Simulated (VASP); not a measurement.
# Sn5As3 (Pmmm) in VASP: single point with PBE

Aim: the single point of Sn5As3 with PBE.

Everything below comes from runs of VASP 6.6.1. Logs are shortened: lines on timing, memory, paths and dates and some standing lists are left out, and cuts for length are marked.

## (1) The cell of the first run

Symmetry: Pmmm, No. 47, orthorhombic system. The conventional cell has a = 4.031 Å, b = 4.748 Å, c = 10.476 Å, α = 90.00°, β = 90.00°, γ = 90.00°. Within 4.1 Å of Sn (site symmetry mmm) lie 8 As at 3.11 to 3.65 Å and 6 Sn at 3.31 to 4.03 Å. Within 4.1 Å of Sn (site symmetry mmm) lie 4 As at 2.98 Å and 10 Sn at 3.11 to 4.03 Å. Sn (site symmetry mmm) has 10 Sn at 3.11 to 4.03 Å and 4 As at 3.23 Å within 4.1 Å. Within 4.1 Å of Sn (site symmetry mm2) lie 6 As at 3.06 to 3.20 Å and 8 Sn at 3.31 to 4.03 Å. As (site symmetry mm2) has 10 Sn at 2.98 to 3.65 Å and 4 As at 3.86 to 4.03 Å within 4.1 Å. As (site symmetry mmm) has 8 Sn at 3.06 to 3.11 Å and 6 As at 3.86 to 4.03 Å within 4.1 Å.

The cell was generated, and may not be a known phase.

## (2) Single point, PBE

Input file INCAR:

```
PREC = Accurate ; ENCUT = 520
EDIFF = 1E-7 ; ISMEAR = 0
SIGMA = 0.2 ; LREAL = F
LASPH = T ; NELM = 80
ALGO = Fast ; ISIF = 2
LWAVE = F ; LCHARG = T
GGA = PE ; LELF = T
LVHAR = T ; NBANDS = 52
```

Input file KPOINTS:

```
regular mesh
0
Gamma
  4 4 2
```

Input file POSCAR:

```
Sn5As3
1.0
    4.7482913594      0.0000000000      0.0000000000
    0.0000000000      4.0312288976      0.0000000000
    0.0000000000      0.0000000000     10.4761486890
Sn As
5 3
Direct
    0.0000000000      0.0000000000      0.5000000000
    0.0000000000      0.0000000000      0.0000000000
    0.5000000000      0.5000000000      0.0000000000
    0.5000000000      0.0000000000      0.7195635677
    0.5000000000      0.0000000000      0.2804364323
    0.0000000000      0.5000000000      0.7902881841
    0.0000000000      0.5000000000      0.2097118159
    0.5000000000      0.5000000000      0.5000000000
```

Potentials or basis: VASP PAW PBE potentials, release 64 (Sn_d, As).

Started as:

```sh
$ cat potpaw_PBE.64/Sn_d/POTCAR potpaw_PBE.64/As/POTCAR > POTCAR
$ mpirun -np 1 vasp_std > vasp.out
```

OUTCAR:

```text
PREC = Accurate
   ENCUT = 520
   EDIFF = 1E-7
   ISMEAR = 0
   LREAL = F
   LASPH = T
   NELM = 80
   ISIF = 2
   GGA = PE

 ion  position               nearest neighbor table
   1  0.000  0.000  0.500-   8 3.11   8 3.11   8 3.11   8 3.11   4 3.31   5 3.31   4 3.31   5 3.31

   2  0.000  0.000  0.000-   6 2.98   7 2.98   6 2.98   7 2.98   3 3.11   3 3.11   3 3.11   3 3.11

   3  0.500  0.500  0.000-   2 3.11   2 3.11   2 3.11   2 3.11   7 3.23   6 3.23   7 3.23   6 3.23
                             5 3.56   4 3.56   4 3.56   5 3.56
   4  0.500  0.000  0.720-   8 3.06   8 3.06   6 3.20   6 3.20   6 3.20   6 3.20   1 3.31   1 3.31
                             3 3.56   3 3.56
   5  0.500  0.000  0.280-   8 3.06   8 3.06   7 3.20   7 3.20   7 3.20   7 3.20   1 3.31   1 3.31
                             3 3.56   3 3.56
   6  0.000  0.500  0.790-   2 2.98   2 2.98   4 3.20   4 3.20   4 3.20   4 3.20   3 3.23   3 3.23

   7  0.000  0.500  0.210-   2 2.98   2 2.98   5 3.20   5 3.20   5 3.20   5 3.20   3 3.23   3 3.23

   8  0.500  0.500  0.500-   4 3.06   5 3.06   4 3.06   5 3.06   1 3.11   1 3.11   1 3.11   1 3.11

  LATTYP: Found a simple orthorhombic cell.
 ALAT       =     4.0312288976
 B/A-ratio  =     1.1778768906
 C/A-ratio  =     2.5987481622

  Lattice vectors:

 A1 = (   0.0000000000,  -4.0312288976,   0.0000000000)
 A2 = (   4.7482913594,   0.0000000000,   0.0000000000)
 A3 = (   0.0000000000,   0.0000000000,  10.4761486890)

Analysis of symmetry for initial positions (statically):
=====================================================================
 Subroutine PRICEL returns:
 Original cell was already a primitive cell.

 Routine SETGRP: Setting up the symmetry group for a
 simple orthorhombic supercell.

 Subroutine GETGRP returns: Found  8 space group operations
 (whereof  8 operations were pure point group operations)
 out of a pool of  8 trial point group operations.

The static configuration has the point symmetry D_2h.

Analysis of symmetry for dynamics (positions and initial velocities):
=====================================================================
 Subroutine PRICEL returns:
 Original cell was already a primitive cell.

 Routine SETGRP: Setting up the symmetry group for a
 simple orthorhombic supercell.

 Subroutine GETGRP returns: Found  8 space group operations
 (whereof  8 operations were pure point group operations)
 out of a pool of  8 trial point group operations.

The dynamic configuration has the point symmetry D_2h.

 Subroutine INISYM returns: Found  8 space group operations
 (whereof  8 operations are pure point group operations),
 and found     1 'primitive' translations

----------------------------------------------------------------------------------------

                                     Primitive cell

  volume of cell :     200.5287

  direct lattice vectors                    reciprocal lattice vectors
     4.748291359  0.000000000  0.000000000     0.210602072  0.000000000  0.000000000
     0.000000000  4.031228898  0.000000000     0.000000000  0.248063314  0.000000000
     0.000000000  0.000000000 10.476148689     0.000000000  0.000000000  0.095454926

  length of vectors
     4.748291359  4.031228898 10.476148689     0.210602072  0.248063314  0.095454926

  position of ions in fractional coordinates (direct lattice)
     0.000000000  0.000000000  0.500000000
     0.000000000  0.000000000  0.000000000
     0.500000000  0.500000000  0.000000000
     0.500000000  0.000000000  0.719563568
     0.500000000  0.000000000  0.280436432
     0.000000000  0.500000000  0.790288184
     0.000000000  0.500000000  0.209711816
     0.500000000  0.500000000  0.500000000

  ion indices of the primitive-cell ions
   primitive index   ion index
                 1           1
                 2           2
                 3           3
                 4           4
                 5           5
                 6           6
                 7           7
                 8           8

----------------------------------------------------------------------------------------

 KPOINTS: regular mesh

Automatic generation of k-mesh.
 Grid dimensions read from file:
 generate k-points for:    4    4    2

 Generating k-lattice:

  Cartesian coordinates                     Fractional coordinates (reciprocal lattice)
     0.052650518  0.000000000  0.000000000     0.250000000  0.000000000  0.000000000
     0.000000000  0.062015829  0.000000000     0.000000000  0.250000000  0.000000000
     0.000000000  0.000000000  0.047727463     0.000000000  0.000000000  0.500000000

  Length of vectors
     0.052650518  0.062015829  0.047727463

  Shift w.r.t. Gamma in fractional coordinates (k-lattice)
     0.000000000  0.000000000  0.000000000

 Subroutine IBZKPT returns following result:
 ===========================================

 Found     18 irreducible k-points:

 Following reciprocal coordinates:
            Coordinates               Weight
  0.000000  0.000000  0.000000      1.000000
  0.250000  0.000000  0.000000      2.000000
  0.500000  0.000000  0.000000      1.000000
  0.000000  0.250000  0.000000      2.000000
  0.250000  0.250000  0.000000      4.000000
  0.500000  0.250000  0.000000      2.000000
[... 10 lines left out ...]
  0.250000  0.500000  0.500000      2.000000
  0.500000  0.500000  0.500000      1.000000
   k-points           NKPTS =     18   k-points in BZ     NKDIM =     18   number of bands    NBANDS=     52
   number of dos      NEDOS =    301   number of ions     NIONS =      8
   total plane-waves  NPLWV =  86400
   dimension x,y,z NGX =    36 NGY =   30 NGZ =   80
   dimension x,y,z NGXF=    72 NGYF=   60 NGZF=  160
   ions per type =               5   3
   NGX,Y,Z   is equivalent  to a cutoff of  12.60, 12.37, 12.70 a.u.
   NGXF,Y,Z  is equivalent  to a cutoff of  25.21, 24.74, 25.39 a.u.
 SYSTEM =  unknown system
   PREC   = accura    normal or accurate (medium, high low for compatibility)
   ISTART =      0    job   : 0-new  1-cont  2-samecut
   ICHARG =      2    charge: 1-file 2-atom 10-const
   ISPIN  =      1    spin polarized calculation?
   LNONCOLLINEAR =      F non collinear calculations
   LSORBIT =      F    spin-orbit coupling
   LASPH  =      T    aspherical Exc in radial PAW
   ENCUT  =  520.0 eV  38.22 Ry    6.18 a.u.   8.83  7.50 19.48*2*pi/ulx,y,z
   NELM   =     80;   NELMIN=  2; NELMDL= -5     # of ELM steps
   EDIFF  = 0.1E-06   stopping-criterion for ELM
   LREAL  =      F    real-space projection
   EDIFFG = 0.1E-05   stopping-criterion for IOM
   NSW    =      0    number of steps for IOM
   IBRION =     -1    ionic relax: 0-MD 1-quasi-New 2-CG
   NFREE  =      0    steps in history (QN), initial steepest desc. (CG)
   ISIF   =      2    stress and relaxation
   ISYM   =      2    0-nonsym 1-usesym 2-fastsym
   POTIM  = 0.5000    time-step for ionic-motion
   TEBEG  =    0.0;   TEEND  =   0.0 temperature during run
   PSTRESS=    0.0 pullay stress
   NELECT =      85.0000    total number of electrons
   NUPDOWN=      -1.0000    fix difference up-down
   EMIN   =  10.00;   EMAX   =-10.00  energy-range for DOS
   EFERMI =   0.00;   METHOD = LEGACY
   ISMEAR =     0;   SIGMA  =   0.20  broadening in eV -4-tet -1-fermi 0-gaus
   EFERMI_NEDOS =   21; number of points for ismear=-14 and -15
   IALGO  =     68    algorithm
   IMIX   =      4    mixing-type and parameters
     AMIX     =   0.40;   BMIX     =  1.00
     AMIX_MAG =   1.60;   BMIX_MAG =  1.00
  volume/ion in A,a.u.               =      25.07       169.15
  Fermi-wavevector in a.u.,A,eV,Ry     =   1.229766  2.323920 20.576407  1.512323
  Thomas-Fermi vector in A             =   2.364640
   LORBIT       =      0    0 simple, 1 ext, 2 COOP (PROOUT), +10 PAW based schemes
   GGA     = PE    functional components
   LHFCALC =     F    Hartree Fock is set to
   AEXX    =    0.0000 exact exchange contribution
   IVDW    =     0    specifies the selected vdW correction
   LEPSILON=     F    determine dielectric tensor
   LRPA    =     F    only Hartree local field effects (RPA)
 non-spin polarized calculation
 RMM-DIIS sequential band-by-band and
 Gauss-broadening in eV      SIGMA  =   0.20
  energy-cutoff  :      520.00
  volume of cell :      200.53
 maximum number of plane-waves:      5442
 NGX is ok and might be reduce to    36
   NGX = 17   NGY = 15   NGZ = 39

 number of electron      85.0000029 magnetization

 Free energy of the ion-electron system (eV)
  ---------------------------------------------------
  ext. energy  EPLUGINS =         0.00000000
  ---------------------------------------------------
  free energy    TOTEN  =       -32.36919931 eV

  energy without entropy =      -32.30380403  energy(sigma->0) =      -32.33650167

 E-fermi :   7.0496     XC(G=0): -10.2722

 val. band max:        7.0476054129   @ k =   0.2500   0.5000   0.0000
 cond. band min:       7.0683080876   @ k =   0.2500   0.2500   0.5000
 fundamental gap:      0.0207026747
 Fermi energy:         7.0495736147

 k-point     1 :       0.0000    0.0000    0.0000
  band No.  band energies     occupation
      1     -14.6983      2.00000
      2     -14.6620      2.00000
      3     -14.6304      2.00000
      4     -14.6148      2.00000
      5     -14.6136      2.00000
      6     -14.6027      2.00000
[... 44 lines left out ...]
     51      10.5611      0.00000
     52      10.8684      0.00000

 k-point     2 :       0.2500    0.0000    0.0000
  band No.  band energies     occupation
      1     -14.6479      2.00000
      2     -14.6457      2.00000
      3     -14.6312      2.00000
      4     -14.6043      2.00000
      5     -14.6026      2.00000
      6     -14.6012      2.00000
[... 44 lines left out ...]
     51      10.0987      0.00000
     52      10.2884      0.00000
[... 823 lines left out ...]
     51      10.0187      0.00000
     52      10.2166      0.00000

 k-point    18 :       0.5000    0.5000    0.5000
  band No.  band energies     occupation
      1     -14.6482      2.00000
      2     -14.6361      2.00000
      3     -14.6285      2.00000
      4     -14.6152      2.00000
      5     -14.6109      2.00000
      6     -14.6096      2.00000
[... 44 lines left out ...]
     51      12.1290      0.00000
     52      12.3775      0.00000

------------------------ aborting loop because EDIFF is reached ----------------------------------------

  FORCE on cell =-STRESS in cart. coord.  units (eV):
  Direction    XX          YY          ZZ          XY          YZ          ZX
  --------------------------------------------------------------------------------------
  -------------------------------------------------------------------------------------
  Total       -0.2231644     -0.0396496      0.1202002      0.0000000      0.0000000      0.0000000
  in kB       -1.7830314     -0.3167915      0.9603716      0.0000000      0.0000000      0.0000000
  external PRESSURE =      -0.3798171 kB  Pullay stress =       0.0000000 kB

 VOLUME and BASIS-vectors are now :
 -----------------------------------------------------------------------------
  energy-cutoff  :      520.00
  volume of cell :      200.53
      direct lattice vectors                 reciprocal lattice vectors
     4.748291359  0.000000000  0.000000000     0.210602072  0.000000000  0.000000000
     0.000000000  4.031228898  0.000000000     0.000000000  0.248063314  0.000000000
     0.000000000  0.000000000 10.476148689     0.000000000  0.000000000  0.095454926

 POSITION                                       TOTAL-FORCE (eV/Angst)
 -----------------------------------------------------------------------------------
      0.00000      0.00000      5.23807         0.000000      0.000000      0.000000
      0.00000      0.00000      0.00000         0.000000      0.000000      0.000000
      2.37415      2.01561      0.00000         0.000000      0.000000      0.000000
      2.37415      0.00000      7.53825         0.000000      0.000000     -0.014209
      2.37415      0.00000      2.93789         0.000000      0.000000      0.014209
      0.00000      2.01561      8.27918         0.000000     -0.000000      0.013181
      0.00000      2.01561      2.19697         0.000000      0.000000     -0.013181
      2.37415      2.01561      5.23807         0.000000      0.000000      0.000000
 -----------------------------------------------------------------------------------
    total drift:                                0.000000      0.000000      0.000000

  FREE ENERGIE OF THE ION-ELECTRON SYSTEM (eV)
  ---------------------------------------------------
  free  energy   TOTEN  =       -32.3691993115 eV

  energy  without entropy=      -32.3038040266  energy(sigma->0) =      -32.33650167
```

Wall time 1.7 min (1 thread of Intel Xeon 6975P-C (Granite Rapids), shared host); peak memory 0.36 GiB.

Results:

```
Free energy            : -32.3692 eV
Pressure               : 0.0 GPa
Largest force          : 0.014 eV/Å
Band gap on the k mesh : zero (an odd number of electrons rules out a gap without spin polarisation)
```

Forces in eV/Å, atoms in the order of the input:
```
Sn   0.000  0.000  0.000
Sn   0.000  0.000  0.000
Sn   0.000  0.000  0.000
Sn   0.000  0.000 -0.014
Sn   0.000  0.000  0.014
As   0.000  0.000  0.013
As   0.000  0.000 -0.013
As   0.000  0.000  0.000
```

Caveat: the k points lie up to 0.39 Å⁻¹ apart, too coarse for converged energies and pressures of a metal; spin-orbit coupling is left out, which moves the levels of the heavy elements.

The gap in the log of VASP goes by the Fermi energy; the results here count the filled bands.